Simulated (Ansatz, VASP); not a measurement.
## BN: VASP beside Ansatz

The input POSCAR:

```
BN
1.0
    2.5439500013     -0.0381592500      0.0000000000
   -1.3050218806      2.2222049521      0.0000000000
    0.0000000000      0.0000000000      4.2078153363
B N
2 2
Direct
    0.3327892980      0.6667814970      0.0002324653
    0.6672107020      0.3332185030      0.5002324653
    0.3356412001      0.6668678577      0.3747675347
    0.6643587999      0.3331321423      0.8747675347
```

INCAR.step1

```
ALGO = Normal
EDIFF = 1E-4
ENCUT = 520
GGA = PE
ISMEAR = 0
LASPH = T
LCHARG = F
LREAL = F
LWAVE = T
NBANDS = 16
NELM = 60
PREC = Accurate
SIGMA = 0.01
```

Contents of INCAR.step2:

```
ALGO = Normal
EDIFF = 1E-6
ENCUT = 520
ISIF = 2
ISMEAR = 0
ISTART = 1
LASPH = T
LCHARG = F
LMIXTAU = T
LREAL = F
LWAVE = F
METAGGA = R2SCAN
NBANDS = 16
NELM = 60
PREC = Accurate
SIGMA = 0.01
```

File KPOINTS:

```
k-points
0
Gamma
  12 12 6
```

Input for Ansatz:

```yaml
crystal:
  lattice:
    - [2.5439500013, -0.03815925, 0.0]
    - [-1.3050218806, 2.2222049521, 0.0]
    - [0.0, 0.0, 4.2078153363]
  atoms:
    - { symbol: B, position: [0.332789298, 0.666781497, 0.0002324653] }
    - { symbol: B, position: [0.667210702, 0.333218503, 0.5002324653] }
    - { symbol: "N", position: [0.3356412001, 0.6668678577, 0.3747675347] }
    - { symbol: "N", position: [0.6643587999, 0.3331321423, 0.8747675347] }
kpoints:
  mp_grid: { grid: [12, 12, 6] }
  band_path:
    path:
      - [0.0, 0.0, 0.0]
      - [0.5, 0.0, 0.0]
      - [0.3333333333, 0.3333333333, 0.0]
      - [0.0, 0.0, 0.5]
      - [0.5, 0.0, 0.5]
      - [0.3333333333, 0.3333333333, 0.5]
      - [0.1, 0.0, 0.0]
      - [0.333333, 0.328125, 0.0]
    npoints: 1
hamiltonian:
  xc: r2scan
scf:
  occupations: { method: fixed }
  n_extra_bands: 5
output:
  forces: true
  stress: true
  eigenvalues: true
  write_density: true
  write_potential: true
  elf: true
  volumetric_format: npy
```

Change from the starting cell: shear_xy strain -3.0%.

Alike in both runs: task single point; functional r2SCAN; k mesh 12 × 12 × 6; no spin polarisation.

|  | VASP | Ansatz |
| --- | --- | --- |
| version | VASP 6.6.1 | Ansatz 0.2.0 |
| potentials or method | VASP PAW PBE potentials, release 64 (B, N) | plane waves, PAW |
| plane-wave cutoff (eV) | 520 | 500 |
| occupations | gaussian, width 0.01 eV | fixed |
| valence electrons in the cell | 16 | 16 |

VASP gave:

| Item | Value |
| --- | --- |
| gap on the k mesh at the Fermi level (eV) | 5.60 |
| pressure (GPa) | 1.4 |
| traceless stress, the component that is largest in VASP (GPa) | 12.66 |
| rms of the force components (eV/Å) | 0.004 |

Question: Estimate Ansatz's values.

Answer: gap on the k mesh at the Fermi level (eV): 5.64; pressure (GPa): 0.2; traceless stress, the component that is largest in VASP (GPa): 12.62; rms of the force components (eV/Å): 0.000.

VASP's potentials were made for PBE, not for r2SCAN. Atom by atom the forces differ by 0.003 eV/Å (rms over components).
